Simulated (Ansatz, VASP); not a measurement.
P: VASP beside Ansatz

```xyz
2
Lattice="0.0000 2.1780 2.1780 2.1780 0.0000 2.1780 2.1780 2.1780 0.0000" Properties=species:S:1:pos:R:3 pbc="T T T"
P    -0.5445   -0.5445   -0.5445
P     0.5445    0.5445    0.5445
```

Change from the starting cell: volume scaled by 0.5, LAPW.

Alike in both runs: task single point; functional PBE; k mesh 12 × 12 × 12; occupations fermi-dirac, width 0.1 eV; no spin polarisation.

|  | VASP | Ansatz |
| --- | --- | --- |
| version | VASP 6.6.1 | Ansatz 0.2.0 |
| potentials or method | VASP PAW PBE potentials, release 64 (P), cutoff 500 eV | all-electron LAPW, scalar-relativistic |

VASP gave:

| Item | Value |
| --- | --- |
| pressure (GPa) | 151.8 |

Q: Estimate Ansatz's values.

A: Pressure (GPa): 153.8.

Both programs put the cell under a high pressure, so it lies far from rest at this level. Ansatz ran all-electron here, and VASP with PAW potentials.

Noted on VASP's run: the cell as given lies far from equilibrium.
